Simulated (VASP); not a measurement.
# LiTaO2 (R-3m) in VASP: further runs

LiTaO2 is run at these levels: PBE; tasks: single point.

Program: VASP 6.6.1. These are calculated values, not measurements. Logs are shortened: lines on timing, memory, paths and dates and some standing lists are left out, and cuts for length are marked.

### Step 1. The cell of the first run

The structure is trigonal, space group R-3m (No. 166). Conventional cell: a = 3.071 Å, b = 3.071 Å, c = 16.660 Å, α = 90.00°, β = 90.00°, γ = 120.00°. Within 3.3 Å of Li (site symmetry -3m) lie 6 O at 2.44 Å and 6 Li at 3.07 Å and 6 Ta at 3.29 Å. Within 2.8 Å of Ta (site symmetry -3m) lie 6 O at 2.09 Å. O (site symmetry 3m) has 3 Ta at 2.09 Å and 3 Li at 2.44 Å and 3 O at 2.83 Å within 2.9 Å.

The cell was generated, and may not be a known phase.

### Step 2. Single point, PBE, collinear spin

The input, INCAR:

```
  ALGO = Normal
  EDIFF = 1E-7
  ENCUT = 520
  GGA = PE
  ISIF = 2
  ISMEAR = 0
  ISPIN = 2
  LASPH = T
  LCHARG = F
  LMAXMIX = 4
  LORBIT = 11
  LREAL = F
  LWAVE = F
  MAGMOM = 0 1 0 0
  NBANDS = 25
  NELM = 150
  PREC = Accurate
  SIGMA = 0.1
```

The input, KPOINTS:

```
k-points
0
Gamma
  6 6 6
```

The input, POSCAR:

```
LiTaO2
1.0
    1.5355808600      0.8865680200      5.5532108100
   -1.5355808600      0.8865680200      5.5532108100
    0.0000000000     -1.7731360400      5.5532108100
Li Ta O
1 1 2
Direct
    0.0000000000      0.0000000000      0.0000000000
    0.5000000000      0.5000000000      0.5000000000
    0.2328999900      0.2328999900      0.2328999900
    0.7671000100      0.7671000100      0.7671000100
```

Potentials or basis: VASP PAW PBE potentials, release 64 (Li_sv, Ta_pv, O).

Command:

```console
> cat potpaw_PBE.64/Li_sv/POTCAR potpaw_PBE.64/Ta_pv/POTCAR potpaw_PBE.64/O/POTCAR > POTCAR
> mpirun -np 1 vasp_std > vasp.out
```

OUTCAR:

```text
EDIFF = 1E-7
   ENCUT = 520
   GGA = PE
   ISIF = 2
   ISMEAR = 0
   ISPIN = 2
   LASPH = T
   LORBIT = 11
   LREAL = F
   NELM = 150
   PREC = Accurate

 ion  position               nearest neighbor table
   1  0.000  0.000  0.000-
   2  0.500  0.500  0.500-   3 2.09   4 2.09   3 2.09   3 2.09   4 2.09   4 2.09
   3  0.233  0.233  0.233-   2 2.09   2 2.09   2 2.09
   4  0.767  0.767  0.767-   2 2.09   2 2.09   2 2.09

  LATTYP: Found a trigonal (rhomboedric) cell.
 ALAT       =     5.8294220753
 COS(alpha) =     0.8612208025

  Lattice vectors:

 A1 = (   1.5355808600,   0.8865680200,   5.5532108100)
 A2 = (  -1.5355808600,   0.8865680200,   5.5532108100)
 A3 = (   0.0000000000,  -1.7731360400,   5.5532108100)

Analysis of symmetry for initial positions (statically):
=====================================================================
 Subroutine PRICEL returns:
 Original cell was already a primitive cell.

 Routine SETGRP: Setting up the symmetry group for a
 trigonal (rhombohedral) supercell.

 Subroutine GETGRP returns: Found 12 space group operations
 (whereof 12 operations were pure point group operations)
 out of a pool of 12 trial point group operations.

The static configuration has the point symmetry D_3d.

Analysis of symmetry for dynamics (positions and initial velocities):
=====================================================================
 Subroutine PRICEL returns:
 Original cell was already a primitive cell.

 Routine SETGRP: Setting up the symmetry group for a
 trigonal (rhombohedral) supercell.

 Subroutine GETGRP returns: Found 12 space group operations
 (whereof 12 operations were pure point group operations)
 out of a pool of 12 trial point group operations.

The dynamic configuration has the point symmetry D_3d.

Analysis of structural, dynamic, and magnetic symmetry:
=====================================================================
 Subroutine PRICEL returns:
 Original cell was already a primitive cell.

 Routine SETGRP: Setting up the symmetry group for a
 trigonal (rhombohedral) supercell.

 Subroutine GETGRP returns: Found 12 space group operations
 (whereof 12 operations were pure point group operations)
 out of a pool of 12 trial point group operations.

The overall configuration has the point symmetry D_3d.

 Subroutine INISYM returns: Found 12 space group operations
 (whereof 12 operations are pure point group operations),
 and found     1 'primitive' translations

----------------------------------------------------------------------------------------

                                     Primitive cell

  volume of cell :      45.3607

  direct lattice vectors                    reciprocal lattice vectors
     1.535580860  0.886568020  5.553210810     0.325609685  0.187990840  0.060025334
    -1.535580860  0.886568020  5.553210810    -0.325609685  0.187990840  0.060025334
     0.000000000 -1.773136040  5.553210810     0.000000000 -0.375981680  0.060025334

  length of vectors
     5.829422075  5.829422075  5.829422074     0.380743041  0.380743041  0.380743042

  position of ions in fractional coordinates (direct lattice)
     0.000000000  0.000000000  0.000000000
     0.500000000  0.500000000  0.500000000
     0.232899990  0.232899990  0.232899990
     0.767100010  0.767100010  0.767100010

  ion indices of the primitive-cell ions
   primitive index   ion index
                 1           1
                 2           2
                 3           3
                 4           4

----------------------------------------------------------------------------------------

 KPOINTS: k-points

Automatic generation of k-mesh.
 Grid dimensions read from file:
 generate k-points for:    6    6    6

 Generating k-lattice:

  Cartesian coordinates                     Fractional coordinates (reciprocal lattice)
     0.054268281  0.031331807  0.010004222     0.166666667  0.000000000  0.000000000
    -0.054268281  0.031331807  0.010004222     0.000000000  0.166666667  0.000000000
     0.000000000 -0.062663613  0.010004222     0.000000000  0.000000000  0.166666667

  Length of vectors
     0.063457174  0.063457174  0.063457174

  Shift w.r.t. Gamma in fractional coordinates (k-lattice)
     0.000000000  0.000000000  0.000000000

 Subroutine IBZKPT returns following result:
 ===========================================

 Found     32 irreducible k-points:

 Following reciprocal coordinates:
            Coordinates               Weight
  0.000000  0.000000  0.000000      1.000000
  0.166667  0.000000 -0.000000      6.000000
  0.333333 -0.000000 -0.000000      6.000000
  0.500000 -0.000000 -0.000000      3.000000
  0.166667  0.166667 -0.000000      6.000000
  0.333333  0.166667  0.000000     12.000000
[... 16 lines left out ...]
  0.500000  0.500000  0.166667      6.000000
 -0.333333  0.500000  0.166667     12.000000
 [... further k-points ...]
   k-points           NKPTS =     32   k-points in BZ     NKDIM =     32   number of bands    NBANDS=     25
   number of dos      NEDOS =    301   number of ions     NIONS =      4
   total plane-waves  NPLWV = 110592
   dimension x,y,z NGX =    48 NGY =   48 NGZ =   48
   dimension x,y,z NGXF=    96 NGYF=   96 NGZF=   96
   ions per type =               1   1   2
   NGX,Y,Z   is equivalent  to a cutoff of  13.69, 13.69, 13.69 a.u.
   NGXF,Y,Z  is equivalent  to a cutoff of  27.38, 27.38, 27.38 a.u.
 SYSTEM =  unknown system
   PREC   = accura    normal or accurate (medium, high low for compatibility)
   ISTART =      0    job   : 0-new  1-cont  2-samecut
   ICHARG =      2    charge: 1-file 2-atom 10-const
   ISPIN  =      2    spin polarized calculation?
   LNONCOLLINEAR =      F non collinear calculations
   LSORBIT =      F    spin-orbit coupling
   LASPH  =      T    aspherical Exc in radial PAW
   ENCUT  =  520.0 eV  38.22 Ry    6.18 a.u.  10.84 10.84 10.84*2*pi/ulx,y,z
   NELM   =    150;   NELMIN=  2; NELMDL= -5     # of ELM steps
   EDIFF  = 0.1E-06   stopping-criterion for ELM
   LREAL  =      F    real-space projection
   EDIFFG = 0.1E-05   stopping-criterion for IOM
   NSW    =      0    number of steps for IOM
   IBRION =     -1    ionic relax: 0-MD 1-quasi-New 2-CG
   NFREE  =      0    steps in history (QN), initial steepest desc. (CG)
   ISIF   =      2    stress and relaxation
   ISYM   =      2    0-nonsym 1-usesym 2-fastsym
   POTIM  = 0.5000    time-step for ionic-motion
   TEBEG  =    0.0;   TEEND  =   0.0 temperature during run
   PSTRESS=    0.0 pullay stress
   NELECT =      26.0000    total number of electrons
   NUPDOWN=      -1.0000    fix difference up-down
   EMIN   =  10.00;   EMAX   =-10.00  energy-range for DOS
   EFERMI =   0.00;   METHOD = LEGACY
   ISMEAR =     0;   SIGMA  =   0.10  broadening in eV -4-tet -1-fermi 0-gaus
   EFERMI_NEDOS =   21; number of points for ismear=-14 and -15
   IALGO  =     38    algorithm
   IMIX   =      4    mixing-type and parameters
     AMIX     =   0.40;   BMIX     =  1.00
     AMIX_MAG =   1.60;   BMIX_MAG =  1.00
  volume/ion in A,a.u.               =      11.34        76.53
  Fermi-wavevector in a.u.,A,eV,Ry     =   1.359897  2.569832 25.161510  1.849319
  Thomas-Fermi vector in A             =   2.486605
   LORBIT       =     11    0 simple, 1 ext, 2 COOP (PROOUT), +10 PAW based schemes
   GGA     = PE    functional components
   LHFCALC =     F    Hartree Fock is set to
   AEXX    =    0.0000 exact exchange contribution
   IVDW    =     0    specifies the selected vdW correction
   LEPSILON=     F    determine dielectric tensor
   LRPA    =     F    only Hartree local field effects (RPA)
 spin polarized calculation
 Gauss-broadening in eV      SIGMA  =   0.10
  energy-cutoff  :      520.00
  volume of cell :       45.36
 maximum number of plane-waves:      1234
 NGX is ok and might be reduce to    48
   NGX = 21   NGY = 21   NGZ = 21

 number of electron      26.0000004 magnetization      -0.0000140

 number of electron      26.0000004 magnetization       0.0000290

 Free energy of the ion-electron system (eV)
  ---------------------------------------------------
  ext. energy  EPLUGINS =         0.00000000
  ---------------------------------------------------
  free energy    TOTEN  =       -30.94188319 eV

  energy without entropy =      -30.93481058  energy(sigma->0) =      -30.93834688

 E-fermi :   6.7078     XC(G=0): -10.7818

 val. band max:        6.6287162622   @ k =   0.5000   0.5000   0.5000
 cond. band min:       6.7377971784   @ k =  -0.3333   0.5000   0.3333
 fundamental gap:      0.1090809162
 Fermi energy:         6.7077570583

 spin component 1

 k-point     1 :       0.0000    0.0000    0.0000
  band No.  band energies     occupation
      1     -42.2461      1.00000
      2     -29.5960      1.00000
      3     -29.2357      1.00000
      4     -29.2357      1.00000
      5     -15.5710      1.00000
      6     -13.9151      1.00000
[... 661 lines left out ...]
     24      19.0406      0.00000
     25      19.0616      0.00000

 [... further k-points ...]

 spin component 2

 k-point     1 :       0.0000    0.0000    0.0000
  band No.  band energies     occupation
      1     -42.2461      1.00000
      2     -29.5960      1.00000
      3     -29.2357      1.00000
      4     -29.2357      1.00000
      5     -15.5710      1.00000
      6     -13.9151      1.00000
[... 661 lines left out ...]
     24      19.0406      0.00000
     25      19.0616      0.00000

 [... further k-points ...]

------------------------ aborting loop because EDIFF is reached ----------------------------------------

  FORCE on cell =-STRESS in cart. coord.  units (eV):
  Direction    XX          YY          ZZ          XY          YZ          ZX
  --------------------------------------------------------------------------------------
  -------------------------------------------------------------------------------------
  Total        1.5425704      1.5425704      3.2672900      0.0000000     -0.0000000      0.0000000
  in kB       54.4848068     54.4848064    115.4032675      0.0000000     -0.0000000      0.0000000
  external PRESSURE =      74.7909602 kB  Pullay stress =       0.0000000 kB

 VOLUME and BASIS-vectors are now :
 -----------------------------------------------------------------------------
  energy-cutoff  :      520.00
  volume of cell :       45.36
      direct lattice vectors                 reciprocal lattice vectors
     1.535580860  0.886568020  5.553210810     0.325609685  0.187990840  0.060025334
    -1.535580860  0.886568020  5.553210810    -0.325609685  0.187990840  0.060025334
     0.000000000 -1.773136040  5.553210810     0.000000000 -0.375981680  0.060025334

 POSITION                                       TOTAL-FORCE (eV/Angst)
 -----------------------------------------------------------------------------------
      0.00000      0.00000      0.00000         0.000000      0.000000      0.000000
      0.00000      0.00000      8.32982        -0.000000      0.000000     -0.000000
      0.00000      0.00000      3.88003         0.000000     -0.000000      3.479352
      0.00000      0.00000     12.77960         0.000000     -0.000000     -3.479352
 -----------------------------------------------------------------------------------
    total drift:                                0.000000      0.000000      0.000000

  FREE ENERGIE OF THE ION-ELECTRON SYSTEM (eV)
  ---------------------------------------------------
  free  energy   TOTEN  =       -30.9418831866 eV

  energy  without entropy=      -30.9348105805  energy(sigma->0) =      -30.93834688

 total charge

# of ion       s       p       d       tot
------------------------------------------
    1        2.005   0.026   0.000   2.030
    2        0.291   6.234   2.456   8.980
    3        1.556   3.502   0.000   5.058
    4        1.556   3.502   0.000   5.058
--------------------------------------------------
tot          5.408  13.263   2.456  21.126

 magnetization (x)

# of ion       s       p       d       tot
------------------------------------------
    1       -0.000  -0.000   0.000  -0.000
    2       -0.000   0.000   0.000   0.000
    3       -0.000  -0.000   0.000  -0.000
    4       -0.000  -0.000   0.000  -0.000
--------------------------------------------------
tot         -0.000  -0.000   0.000  -0.000
```

Run time: 4.7 min. Hardware: 1 thread of Intel Xeon Platinum 8275CL at 3.00GHz (Skylake/Cascade Lake), shared host; peak memory 0.42 GiB.

What came out:

```yaml
Free_energy: -30.9419 eV
Largest_force: 3.479 eV/Å
Band_gap_on_the_k_mesh: zero (filled and empty bands overlap)
Net_moment: 0.00 μB per cell
Valence_electrons_inside_the_program's_atomic_spheres: Li 2.03; Ta 8.98; O 5.06
```

Forces on the atoms (eV/Å):
```
Li   0.000  0.000  0.000
Ta   0.000  0.000  0.000
O    0.000  0.000  3.479
O    0.000  0.000 -3.479
```

Caveat: the k points lie up to 0.40 Å⁻¹ apart; the cutoff is under 1.25 times the usual one of these potentials, so pressure, stress and relaxed cells hold a basis-set (Pulay) error; spin-orbit coupling is left out, which moves the levels of the heavy elements; forces of over 1 eV/Å act on the atoms, so gaps and moduli don't describe the material at rest.

### Step 3. Single point, PBE

This run uses another cell than the first one, of 9.69 Å³/atom.

The input, INCAR:

```
SYSTEM = LiTaO2
ALGO = Normal
EDIFF = 1E-6
ENCUT = 520
GGA = PE
ISIF = 2
ISMEAR = 0
LASPH = .True.
LCHARG = .False.
LREAL = .False.
LWAVE = .False.
NBANDS = 21
NELM = 100
PREC = Accurate
SIGMA = 0.1
```

The input, KPOINTS:

```
k-points
0
Gamma
  18 18 18
  0 0 0
```

The input, POSCAR:

```
LiTaO2
1.0
    1.4361162645      0.8291421119      5.4256696120
   -1.4361162645      0.8291421119      5.4256696120
    0.0000000000     -1.6582842237      5.4256696120
Li Ta O
1 1 2
Direct
    0.0000000000      0.0000000000      0.0000000000
    0.5000000000      0.5000000000      0.5000000000
    0.2533340204      0.2533340204      0.2533340204
    0.7466659796      0.7466659796      0.7466659796
```

Potentials or basis: VASP PAW PBE potentials, release 64 (Li_sv, Ta_pv, O).

Command:

```console
> cat potpaw_PBE.64/Li_sv/POTCAR potpaw_PBE.64/Ta_pv/POTCAR potpaw_PBE.64/O/POTCAR > POTCAR
> mpirun -np 1 vasp_std > vasp.out
```

Wall time 19 min (1 thread of Intel Xeon Platinum 8275CL at 3.00GHz (Skylake/Cascade Lake), shared host); peak memory 0.62 GiB.

It converged, with:

| Property | Result |
| --- | --- |
| Free energy | -32.2802 eV |
| Largest force | 0.058 eV/Å |
| Band gap on the k mesh | zero (bands 13 and 14 overlap by 1.07 eV) |

Forces in eV/Å, atoms in the order of the input:
```
Li   0.000  0.000  0.000
Ta   0.000  0.000  0.000
O    0.000  0.000  0.058
O    0.000  0.000 -0.058
```

Levels at points of the mesh, in eV from the Fermi level:
| k point | band 9 | band 10 | band 11 | band 12 | band 13 | band 14 | band 15 | band 16 | band 17 | band 18 |
| --- | --- | --- | --- | --- | --- | --- | --- | --- | --- | --- |
| (0.00, 0.00, 0.00) | -5.17 | -4.25 | -3.39 | -3.39 | -1.10 | 0.62 | 0.62 | 2.71 | 4.24 | 4.24 |
| (0.50, 0.00, 0.00) | -6.20 | -5.57 | -4.57 | -3.89 | -2.13 | 4.05 | 4.36 | 4.49 | 5.52 | 6.54 |
| (0.50, 0.50, 0.00) | -6.32 | -5.36 | -4.92 | -4.19 | -2.48 | 4.31 | 4.57 | 5.13 | 5.24 | 5.71 |
| (0.50, 0.50, 0.50) | -5.12 | -5.12 | -3.46 | -3.46 | -0.40 | 0.66 | 0.66 | 3.05 | 4.17 | 4.17 |

Caveat: the cutoff is under 1.25 times the usual one of these potentials, so pressure, stress and relaxed cells hold a basis-set (Pulay) error; spin-orbit coupling is left out, which moves the levels of the heavy elements.

The gap in the log of VASP goes by the Fermi energy; the results here count the filled bands.